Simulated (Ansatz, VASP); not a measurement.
Two plane-wave programs on WC

```xyz
2
Lattice="2.9005 0.0000 0.0000 -1.4503 2.5119 0.0000 0.0000 0.0000 2.8290" Properties=species:S:1:pos:R:3 pbc="T T T"
W     0.0000    0.0000    0.0000
C     1.3003    0.8373    1.1145
```

Alike in both runs: task single point; functional PBE; k mesh 18 × 18 × 16; occupations gaussian, width 0.15 eV; no spin polarisation.

|  | VASP | Ansatz |
| --- | --- | --- |
| version | VASP 6.6.1 | Ansatz 0.2.0 |
| potentials or method | VASP PAW PBE potentials, release 64 (W_sv, C), cutoff 520 eV | scalar-relativistic, plane waves, PAW |
| valence electrons in the cell | 18 | 18 |

VASP gave:

```
gap on the k mesh at the Fermi level (eV) : none
rms of the force components (eV/Å)        : 3.551
```

Question: Estimate Ansatz's values.

Answer: gap on the k mesh at the Fermi level (eV): none; rms of the force components (eV/Å): 3.521.

Atom by atom the forces differ by 0.030 eV/Å (rms over components). A gap of «none» marks a metal or a gap that the smearing closes.

Neither program's run includes spin-orbit coupling.
